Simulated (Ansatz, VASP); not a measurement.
**SiC: VASP beside Ansatz**

Contents of INCAR:

```
SYSTEM = SiC
  PREC = Accurate
  ENCUT = 520
  EDIFF = 1E-6
  ISMEAR = 0
  SIGMA = 0.01
  LREAL = .FALSE.
  LASPH = .TRUE.
  NELM = 80
  ALGO = Normal
  ISIF = 2
  LWAVE = .FALSE.
  LCHARG = .TRUE.
  GGA = PS
  LELF = .TRUE.
  LVHAR = .TRUE.
  NBANDS = 16
```

Contents of KPOINTS:

```
Automatic mesh
0
G
  8 8 6
  0 0 0
```

The input POSCAR:

```
SiC
1.0
    3.0341541160      0.0000000000      0.0000000000
   -1.5170770580      2.6276545434      0.0000000000
    0.0000000000      0.0000000000      4.9769983131
Si C
2 2
Direct
    0.3333333333      0.6666666667      0.0045992683
    0.6666666667      0.3333333333      0.5045992683
    0.3333333333      0.6666666667      0.3804007317
    0.6666666667      0.3333333333      0.8804007317
```

Input for Ansatz:

```yaml
crystal:
  lattice:
    - [3.03415411599, 0.0, 0.0]
    - [-1.51707705799, 2.62765454344, 0.0]
    - [0.0, 0.0, 4.97699831307]
  atoms:
    - { symbol: Si, position: [0.333333333333, 0.666666666667, 0.004599268302] }
    - { symbol: Si, position: [0.666666666667, 0.333333333333, 0.504599268302] }
    - { symbol: C, position: [0.333333333333, 0.666666666667, 0.380400731698] }
    - { symbol: C, position: [0.666666666667, 0.333333333333, 0.880400731698] }
kpoints:
  mp_grid: { grid: [8, 8, 6] }
scf:
  occupations: { method: fixed }
  convergence: { dr2_threshold: 1.0e-10 }
hamiltonian:
  xc: pbesol
  pseudopotentials: { kind: all_electron, lapw: { basis_error: 0.0005 } }
output:
  forces: true
  stress: true
  eigenstates:
    kpoints:
      - [0.0, 0.0, 0.0]
      - [-0.666666667, 0.333333333, 0.0]
      - [0.5, -0.5, 0.0]
      - [0.0, 0.5, 0.0]
      - [0.5, 0.0, 0.0]
      - [0.0, 0.0, -0.5]
      - [-0.5, 0.0, -0.5]
      - [-0.5, 0.5, -0.5]
      - [0.0, -0.5, -0.5]
  eigenvalues: true
```

Alike in both runs: task single point; functional PBEsol; k mesh 8 × 8 × 6; no spin polarisation.

|  | VASP | Ansatz |
| --- | --- | --- |
| version | VASP 6.6.1 | Ansatz 0.2.0 |
| potentials or method | VASP PAW PBE potentials, release 64 (Si, C), cutoff 520 eV | all-electron LAPW, scalar-relativistic |
| occupations | gaussian, width 0.01 eV | fixed |

VASP gave:

```
gap on the k mesh at the Fermi level (eV) : 2.31
pressure (GPa)                            : 10.4
```

**Question.** Which values does Ansatz return?

**Answer.** gap on the k mesh at the Fermi level (eV): 2.32; pressure (GPa): 9.9.

VASP's potentials were made for PBE, not for PBEsol. Ansatz ran all-electron here, and VASP with PAW potentials.
